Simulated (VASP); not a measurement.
# P in VASP: notebook

The runs below take P through single point, with r2SCAN.

Program: VASP 6.6.1. These are calculated values, not measurements. Logs are shortened: lines on timing, memory, paths and dates and some standing lists are left out, and cuts for length are marked.

**1. The cell of the first run**

Symmetry: Pm-3m, No. 221, cubic system. Conventional cell: a = 2.437 Å, b = 2.437 Å, c = 2.437 Å, α = 90.00°, β = 90.00°, γ = 90.00°. Within 3.2 Å of P (site symmetry m-3m) lie 6 P at 2.44 Å.

This isn't the form of P at room conditions, which is orthorhombic.

**2. Single point, r2SCAN**

The input, POSCAR:

```
P
1.0
    2.4373467002      0.0000000000      0.0000000000
    0.0000000000      2.4373467002      0.0000000000
    0.0000000000      0.0000000000      2.4373467002
P
1
Direct
    0.0000000000      0.0000000000      0.0000000000
```

The input, INCAR.step1:

```
SYSTEM = P
PREC = Accurate ; ENCUT = 520
ISMEAR = 0 ; SIGMA = 0.1
LREAL = .FALSE. ; LASPH = .TRUE.
NELM = 100 ; NBANDS = 8
GGA = PE ; ALGO = Normal
EDIFF = 1E-4 ; LWAVE = .TRUE.
LCHARG = .FALSE.
```

The input, INCAR.step2:

```
SYSTEM = P
PREC = Accurate ; ENCUT = 520
EDIFF = 1E-7 ; ISMEAR = 0
SIGMA = 0.1 ; LREAL = .FALSE.
LASPH = .TRUE. ; NELM = 100
ALGO = Normal ; ISIF = 2
LWAVE = .FALSE. ; LCHARG = .FALSE.
METAGGA = R2SCAN ; LMIXTAU = .TRUE.
NBANDS = 8 ; ISTART = 1
```

The input, KPOINTS:

```
Automatic mesh
0
G
  22 22 22
  0 0 0
```

Potentials or basis: VASP PAW PBE potentials, release 64 (P).

Run with:

```
$ cat potpaw_PBE.64/P/POTCAR > POTCAR
$ cp INCAR.step1 INCAR
$ mpirun -np 1 vasp_std > vasp.out
$ cp INCAR.step2 INCAR
$ mpirun -np 1 vasp_std > vasp.out
```

OUTCAR:

```text
SYSTEM = P
   PREC = Accurate
   ENCUT = 520
   EDIFF = 1E-7
   ISMEAR = 0
   LREAL = .FALSE.
   LASPH = .TRUE.
   NELM = 100
   ISIF = 2
   METAGGA = R2SCAN
   ISTART = 1

 ion  position               nearest neighbor table
   1  0.000  0.000  0.000-

  LATTYP: Found a simple cubic cell.
 ALAT       =     2.4373467002

  Lattice vectors:

 A1 = (   2.4373467002,   0.0000000000,   0.0000000000)
 A2 = (   0.0000000000,   2.4373467002,   0.0000000000)
 A3 = (   0.0000000000,   0.0000000000,   2.4373467002)

Analysis of symmetry for initial positions (statically):
=====================================================================
 Subroutine PRICEL returns:
 Original cell was already a primitive cell.

 Routine SETGRP: Setting up the symmetry group for a
 simple cubic supercell.

 Subroutine GETGRP returns: Found 48 space group operations
 (whereof 48 operations were pure point group operations)
 out of a pool of 48 trial point group operations.

The static configuration has the point symmetry O_h .

Analysis of symmetry for dynamics (positions and initial velocities):
=====================================================================
 Subroutine PRICEL returns:
 Original cell was already a primitive cell.

 Routine SETGRP: Setting up the symmetry group for a
 simple cubic supercell.

 Subroutine GETGRP returns: Found 48 space group operations
 (whereof 48 operations were pure point group operations)
 out of a pool of 48 trial point group operations.

The dynamic configuration has the point symmetry O_h .

 Subroutine INISYM returns: Found 48 space group operations
 (whereof 48 operations are pure point group operations),
 and found     1 'primitive' translations

----------------------------------------------------------------------------------------

                                     Primitive cell

  volume of cell :      14.4794

  direct lattice vectors                    reciprocal lattice vectors
     2.437346700  0.000000000  0.000000000     0.410282214  0.000000000  0.000000000
     0.000000000  2.437346700  0.000000000     0.000000000  0.410282214  0.000000000
     0.000000000  0.000000000  2.437346700     0.000000000  0.000000000  0.410282214

  length of vectors
     2.437346700  2.437346700  2.437346700     0.410282214  0.410282214  0.410282214

  position of ions in fractional coordinates (direct lattice)
     0.000000000  0.000000000  0.000000000

  ion indices of the primitive-cell ions
   primitive index   ion index
                 1           1

----------------------------------------------------------------------------------------

 KPOINTS: Automatic mesh

Automatic generation of k-mesh.
 Grid dimensions read from file:
 generate k-points for:   22   22   22

 Generating k-lattice:

  Cartesian coordinates                     Fractional coordinates (reciprocal lattice)
     0.018649192  0.000000000  0.000000000     0.045454545  0.000000000  0.000000000
     0.000000000  0.018649192  0.000000000     0.000000000  0.045454545  0.000000000
     0.000000000  0.000000000  0.018649192     0.000000000  0.000000000  0.045454545

  Length of vectors
     0.018649192  0.018649192  0.018649192

  Shift w.r.t. Gamma in fractional coordinates (k-lattice)
     0.000000000  0.000000000  0.000000000

 Subroutine IBZKPT returns following result:
 ===========================================

 Found    364 irreducible k-points:

 Following reciprocal coordinates:
            Coordinates               Weight
  0.000000  0.000000  0.000000      1.000000
  0.045455  0.000000  0.000000      6.000000
  0.090909  0.000000  0.000000      6.000000
  0.136364  0.000000  0.000000      6.000000
  0.181818  0.000000  0.000000      6.000000
  0.227273  0.000000  0.000000      6.000000
[... 16 lines left out ...]
  0.500000  0.045455  0.000000     12.000000
  0.090909  0.090909  0.000000     12.000000
 [... further k-points ...]
   k-points           NKPTS =    364   k-points in BZ     NKDIM =    364   number of bands    NBANDS=      8
   number of dos      NEDOS =    301   number of ions     NIONS =      1
   total plane-waves  NPLWV =   5832
   dimension x,y,z NGX =    18 NGY =   18 NGZ =   18
   dimension x,y,z NGXF=    36 NGYF=   36 NGZF=   36
   ions per type =               1
   NGX,Y,Z   is equivalent  to a cutoff of  12.28, 12.28, 12.28 a.u.
   NGXF,Y,Z  is equivalent  to a cutoff of  24.55, 24.55, 24.55 a.u.
 SYSTEM =  P
   PREC   = accura    normal or accurate (medium, high low for compatibility)
   ISTART =      1    job   : 0-new  1-cont  2-samecut
   ICHARG =      0    charge: 1-file 2-atom 10-const
   ISPIN  =      1    spin polarized calculation?
   LNONCOLLINEAR =      F non collinear calculations
   LSORBIT =      F    spin-orbit coupling
   LASPH  =      T    aspherical Exc in radial PAW
   ENCUT  =  520.0 eV  38.22 Ry    6.18 a.u.   4.53  4.53  4.53*2*pi/ulx,y,z
   NELM   =    100;   NELMIN=  2; NELMDL=  0     # of ELM steps
   EDIFF  = 0.1E-06   stopping-criterion for ELM
   LREAL  =      F    real-space projection
   EDIFFG = 0.1E-05   stopping-criterion for IOM
   NSW    =      0    number of steps for IOM
   IBRION =     -1    ionic relax: 0-MD 1-quasi-New 2-CG
   NFREE  =      0    steps in history (QN), initial steepest desc. (CG)
   ISIF   =      2    stress and relaxation
   ISYM   =      2    0-nonsym 1-usesym 2-fastsym
   POTIM  = 0.5000    time-step for ionic-motion
   TEBEG  =    0.0;   TEEND  =   0.0 temperature during run
   PSTRESS=    0.0 pullay stress
   NELECT =       5.0000    total number of electrons
   NUPDOWN=      -1.0000    fix difference up-down
   EMIN   =  10.00;   EMAX   =-10.00  energy-range for DOS
   EFERMI =   0.00;   METHOD = LEGACY
   ISMEAR =     0;   SIGMA  =   0.10  broadening in eV -4-tet -1-fermi 0-gaus
   EFERMI_NEDOS =   21; number of points for ismear=-14 and -15
   IALGO  =     38    algorithm
   IMIX   =      4    mixing-type and parameters
     AMIX     =   0.40;   BMIX     =  1.00
     AMIX_MAG =   1.60;   BMIX_MAG =  1.00
  volume/ion in A,a.u.               =      14.48        97.71
  Fermi-wavevector in a.u.,A,eV,Ry     =   1.148544  2.170433 17.948161  1.319153
  Thomas-Fermi vector in A             =   2.285218
   LORBIT       =      0    0 simple, 1 ext, 2 COOP (PROOUT), +10 PAW based schemes
   METAGGA = R2SCAN    functional components
   LHFCALC =     F    Hartree Fock is set to
   AEXX    =    0.0000 exact exchange contribution
   IVDW    =     0    specifies the selected vdW correction
   LEPSILON=     F    determine dielectric tensor
   LRPA    =     F    only Hartree local field effects (RPA)
 non-spin polarized calculation
 Gauss-broadening in eV      SIGMA  =   0.10
  energy-cutoff  :      520.00
  volume of cell :       14.48
 maximum number of plane-waves:       405
   NGX =  9   NGY =  9   NGZ =  9

 number of electron       4.9999998 magnetization

 Free energy of the ion-electron system (eV)
  ---------------------------------------------------
  ext. energy  EPLUGINS =         0.00000000
  ---------------------------------------------------
  free energy    TOTEN  =        -8.82026517 eV

  energy without entropy =       -8.81908269  energy(sigma->0) =       -8.81967393

 E-fermi :   9.6519     XC(G=0): -11.8983

 val. band max:        9.6194731755   @ k =   0.3182   0.2273   0.0909
 cond. band min:       9.6753995058   @ k =   0.5000   0.2727   0.2727
 fundamental gap:      0.0559263303
 Fermi energy:         9.6519271092

 k-point     1 :       0.0000    0.0000    0.0000
  band No.  band energies     occupation
      1      -7.7071      2.00000
      2      15.0457      0.00000
      3      15.0457      0.00000
      4      15.0457      0.00000
      5      16.8424      0.00000
      6      16.8424      0.00000
      7      25.3388      0.00000
      8      35.6612      0.00000

 k-point     2 :       0.0455    0.0000    0.0000
  band No.  band energies     occupation
      1      -7.6573      2.00000
      2      13.9400      0.00000
      3      15.0855      0.00000
      4      15.0855      0.00000
      5      16.8817      0.00000
      6      17.8985      0.00000
      7      25.4990      0.00000
      8      35.2536      0.00000

 k-point     3 :       0.0909    0.0000    0.0000
  band No.  band energies     occupation
      1      -7.5082      2.00000
      2      12.2538      0.00000
      3      15.2043      0.00000
      4      15.2043      0.00000
      5      16.9984      0.00000
      6      19.4128      0.00000
      7      25.9969      0.00000
      8      34.2310      0.00000

 k-point     4 :       0.1364    0.0000    0.0000
  band No.  band energies     occupation
      1      -7.2607      2.00000
      2      10.5357      0.00000
      3      15.4001      0.00000
      4      15.4001      0.00000
      5      17.1892      0.00000
      6      20.7881      0.00000
      7      26.8608      0.00000
      8      32.9147      0.00000

 k-point     5 :       0.1818    0.0000    0.0000
  band No.  band energies     occupation
      1      -6.9167      2.00000
      2       8.8550      2.00000
      3      15.6692      0.00000
      4      15.6692      0.00000
      5      17.4478      0.00000
      6      21.9423      0.00000
      7      28.0573      0.00000
      8      31.5061      0.00000
[... 177 lines left out ...]
 k-point    22 :       0.4545    0.0455    0.0000
  band No.  band energies     occupation
      1      -3.3615      2.00000
      2       0.9707      2.00000
      3      16.9804      0.00000
      4      18.0097      0.00000
      5      20.2939      0.00000
      6      24.1141      0.00000
      7      25.1215      0.00000
      8      27.6990      0.00000

 k-point    23 :       0.5000    0.0455    0.0000
  band No.  band energies     occupation
      1      -3.1009      2.00000
      2       0.6162      2.00000
      3      17.0893      0.00000
      4      18.1207      0.00000
      5      20.3834      0.00000
      6      23.9249      0.00000
      7      24.9202      0.00000
      8      28.2223      0.00000

 k-point    24 :       0.0909    0.0909    0.0000
  band No.  band energies     occupation
      1      -7.3094      2.00000
      2      11.9585      0.00000
      3      13.0042      0.00000
      4      15.3625      0.00000
      5      18.4771      0.00000
      6      20.6415      0.00000
      7      26.4836      0.00000
      8      32.7187      0.00000

 [... further k-points ...]

------------------------ aborting loop because EDIFF is reached ----------------------------------------

  FORCE on cell =-STRESS in cart. coord.  units (eV):
  Direction    XX          YY          ZZ          XY          YZ          ZX
  --------------------------------------------------------------------------------------
  -------------------------------------------------------------------------------------
  Total       -0.0618036     -0.0618036     -0.0618036     -0.0000000     -0.0000000     -0.0000000
  in kB       -6.8386800     -6.8386800     -6.8386800     -0.0000000     -0.0000000     -0.0000000
  external PRESSURE =      -6.8386800 kB  Pullay stress =       0.0000000 kB

 VOLUME and BASIS-vectors are now :
 -----------------------------------------------------------------------------
  energy-cutoff  :      520.00
  volume of cell :       14.48
      direct lattice vectors                 reciprocal lattice vectors
     2.437346700  0.000000000  0.000000000     0.410282214  0.000000000  0.000000000
     0.000000000  2.437346700  0.000000000     0.000000000  0.410282214  0.000000000
     0.000000000  0.000000000  2.437346700     0.000000000  0.000000000  0.410282214

 POSITION                                       TOTAL-FORCE (eV/Angst)
 -----------------------------------------------------------------------------------
      0.00000      0.00000      0.00000         0.000000      0.000000      0.000000
 -----------------------------------------------------------------------------------
    total drift:                               -0.000000     -0.000000     -0.000000

  FREE ENERGIE OF THE ION-ELECTRON SYSTEM (eV)
  ---------------------------------------------------
  free  energy   TOTEN  =        -8.8202651736 eV

  energy  without entropy=       -8.8190826860  energy(sigma->0) =       -8.81967393
```

It took 4.3 min on 1 thread of Intel Xeon 8259CL, shared host; peak memory 0.11 GiB.

Results:

```yaml
Free_energy: -8.8203 eV
Pressure: -0.7 GPa
Band_gap_on_the_k_mesh: zero (an odd number of electrons rules out a gap without spin polarisation)
```

Caveat: the PAW data sets were made with another functional, which shifts forces and pressure a little; an odd number of electrons without spin polarisation forces a metal; a magnetic or distorted state may lie lower.

**3. Single point, r2SCAN (uniaxial strain along c: -3.0 %, then relaxed in part)**

The input, POSCAR:

```
P
1.0
    2.4405472188      0.0000000000      0.0000000000
    0.0000000000      2.4405472188      0.0000000000
    0.0000000000      0.0000000000      2.3642262991
P
1
Direct
    0.0000000000      0.0000000000      0.0000000000
```

The input, INCAR.step1:

```
SYSTEM = P
  ALGO = Normal
  EDIFF = 1E-4
  ENCUT = 520
  GGA = PE
  ISMEAR = 0
  LASPH = .True.
  LCHARG = .False.
  LREAL = .False.
  LWAVE = .True.
  NBANDS = 8
  NELM = 80
  PREC = Accurate
  SIGMA = 0.1
```

The input, INCAR.step2:

```
SYSTEM = P
  ALGO = Normal
  EDIFF = 1E-6
  ENCUT = 520
  ISIF = 2
  ISMEAR = 0
  ISTART = 1
  LASPH = .True.
  LCHARG = .False.
  LMIXTAU = .True.
  LREAL = .False.
  LWAVE = .False.
  METAGGA = R2SCAN
  NBANDS = 8
  NELM = 80
  PREC = Accurate
  SIGMA = 0.1
```

The input, KPOINTS:

```
k-points
0
Gamma
  22 22 22
  0 0 0
```

Potentials or basis: VASP PAW PBE potentials, release 64 (P).

Run with:

```
$ cat potpaw_PBE.64/P/POTCAR > POTCAR
$ cp INCAR.step1 INCAR
$ mpirun -np 1 vasp_std > vasp.out
$ cp INCAR.step2 INCAR
$ mpirun -np 1 vasp_std > vasp.out
```

Run time: 9.2 min. Hardware: 1 thread of Intel Xeon 8259CL, shared host; peak memory 0.16 GiB.

The run converged. Its results:

| Quantity | Value |
| --- | --- |
| Free energy | -8.8079 eV |
| Pressure | 3.2 GPa |
| Band gap on the k mesh | zero (an odd number of electrons rules out a gap without spin polarisation) |

Stress tensor (GPa, compression positive):
```
-0.38  0.00  0.00
 0.00 -0.38  0.00
 0.00  0.00 10.27
```

Levels at points of the mesh, in eV from the Fermi level:
| k point | band 1 | band 2 | band 3 | band 4 | band 5 | band 6 | band 7 |
| --- | --- | --- | --- | --- | --- | --- | --- |
| (0.00, 0.00, 0.00) | -17.71 | 5.03 | 5.03 | 6.51 | 6.90 | 7.25 | 16.08 |
| (0.50, 0.00, 0.00) | -13.22 | -9.36 | 8.04 | 9.50 | 9.72 | 14.92 | 16.24 |
| (0.50, 0.50, 0.00) | -8.31 | -5.89 | -5.89 | 1.05 | 12.31 | 18.57 | 18.81 |
| (0.00, 0.00, 0.50) | -12.55 | -9.41 | 8.54 | 8.54 | 9.94 | 14.78 | 14.78 |
| (0.50, 0.00, 0.50) | -7.52 | -6.02 | -5.40 | 1.12 | 11.37 | 17.36 | 17.97 |
| (0.50, 0.50, 0.50) | -2.90 | -2.19 | -2.19 | -1.06 | 4.78 | 4.78 | 5.25 |

Caveat: the cell differs from its parent crystal (uniaxial strain along c: -3.0 %, then relaxed in part); the stress differs along the axes, from -0 to 10 GPa; the PAW data sets were made with another functional, which shifts forces and pressure a little; an odd number of electrons without spin polarisation forces a metal; a magnetic or distorted state may lie lower.

The gap in the log of VASP goes by the Fermi energy; the results here count the filled bands.